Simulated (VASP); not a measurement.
Wanted: the native input for a VASP 6.6.1 run.

* Task: single point
* Functional: PBE
* Potentials or basis: VASP PAW PBE potentials, release 64 (Ga_d, As)
* Cutoff: 520 eV
* k mesh: 10 × 10 × 10
* Occupations: gaussian, width 0.05 eV
* Spin: no spin polarisation
* Dipole correction: no
* Further INCAR settings: ALGO = Normal; EDIFF = 1e-06; NBANDS = 16

The structure of GaAs lies in POSCAR:

```
GaAs
1.0
    0.0000000000      2.8268500000      2.6855075000
    2.8268500000      0.0000000000      2.6855075000
    2.8268500000      2.8268500000      0.0000000000
Ga As
1 1
Direct
    0.0000000000      0.0000000000      0.0000000000
    0.7500000000      0.7500000000      0.7500000000
```

This cell differs from its parent crystal: strain +0.000 along x and y, -0.050 along z.

These files were run (other wordings do the same):

INCAR

```
SYSTEM = GaAs
PREC = Accurate ; ENCUT = 520
EDIFF = 1E-6 ; ISMEAR = 0
SIGMA = 0.05 ; LREAL = .FALSE.
LASPH = .TRUE. ; NELM = 60
ALGO = Normal ; ISIF = 2
LWAVE = .FALSE. ; LCHARG = .TRUE.
GGA = PE ; LELF = .TRUE.
LVHAR = .TRUE. ; NBANDS = 16
```

KPOINTS

```
regular mesh
0
G
  10 10 10
  0 0 0
```

Potentials or basis: VASP PAW PBE potentials, release 64 (Ga_d, As).

Launch:

```console
$ cat potpaw_PBE.64/Ga_d/POTCAR potpaw_PBE.64/As/POTCAR > POTCAR
$ mpirun -np 1 vasp_std > vasp.out
```

Results of the run:

* Pressure: 7.8 GPa
* Band gap on the k mesh: 0.71 eV, direct

Caveat: the cell differs from its parent crystal (strain +0.000 along x and y, -0.050 along z).

Run time: 87 s on 1 thread of AMD EPYC 7R43 64-Core Processor (Zen 3), with other jobs on the host, peak memory 0.18 GiB.
